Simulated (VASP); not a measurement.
A run of VASP 6.6.1 is set up as follows.

INCAR

```
SYSTEM = Se
PREC     = Accurate       ! precision mode
ENCUT    = 520            ! plane-wave cutoff, eV
EDIFF    = 1E-6           ! SCF threshold, eV
ISMEAR   = 0              ! smearing method
SIGMA    = 0.01           ! smearing width, eV
LREAL    = .FALSE.        ! projectors in reciprocal space
LASPH    = .TRUE.         ! aspherical terms in the spheres
NELM     = 80             ! most SCF steps
ALGO     = Normal         ! electronic algorithm
ISIF     = 2              ! what is computed and relaxed
LWAVE    = .FALSE.        ! write WAVECAR
LCHARG   = .FALSE.        ! write CHGCAR
GGA      = PE             ! functional
IVDW     = 12             ! dispersion correction
NBANDS   = 27             ! bands
```

The input KPOINTS:

```
regular mesh
0
G
  8 8 6
  0 0 0
```

POSCAR

```
Se
1.0
   -2.0331207195      3.5214683841      0.0000000000
    0.0000000000      0.0000000000      5.1274762877
    6.0993621585      3.5214683841      0.0000000000
Se
6
Direct
    0.8762165370      0.3333333333      0.1237834630
    0.3762165370      0.3333333333      0.6237834630
    0.2475669261      0.6666666667      0.0000000000
    0.7475669261      0.6666666667      0.5000000000
    0.3762165370      0.0000000000      0.3762165370
    0.8762165370      0.0000000000      0.8762165370
```

Potentials or basis: VASP PAW PBE potentials, release 64 (Se).

The run is started by

```sh
$ cat potpaw_PBE.64/Se/POTCAR > POTCAR
$ mpirun -np 1 vasp_std > vasp.out
```

Predict the largest force.

0.016 eV/Å.

Predict the dispersion energy per atom.

-0.357 eV.

Stress tensor (GPa, compression positive):
```
0.07 0.00 0.00
0.00 0.07 0.00
0.00 0.00 0.18
```
